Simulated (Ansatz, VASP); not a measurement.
# One calculation of RbBr, two programs

```xyz
2
Lattice="0.0000 3.4726 3.4726 3.4726 0.0000 3.4726 3.4726 3.4726 0.0000" Properties=species:S:1:pos:R:3 pbc="T T T"
Rb    0.0000    0.0000    0.0000
Br    3.4726    3.4726    3.4726
```

Change from the starting cell: volume scaled by 1.04, crystal datasets.

Alike in both runs: task electric field gradients; functional PBEsol; k mesh 7 × 7 × 7; occupations fermi-dirac, width 0.03 eV; no spin polarisation.

|  | VASP | Ansatz |
| --- | --- | --- |
| version | VASP 6.6.1 | Ansatz 0.2.0 |
| potentials or method | VASP PAW PBE potentials, release 64 (Rb_sv, Br), cutoff 520 eV | all-electron PAW with datasets made for the crystal, scalar-relativistic |

|  | VASP | Ansatz | Ansatz less VASP |
| --- | --- | --- | --- |
| gap on the k mesh at the Fermi level (eV) | 4.12 | 4.13 | +0.002 |
| pressure (GPa) | -0.5 | -0.5 | -0.03 |

VASP's potentials were made for PBE, not for PBEsol. Ansatz ran all-electron here, and VASP with PAW potentials.
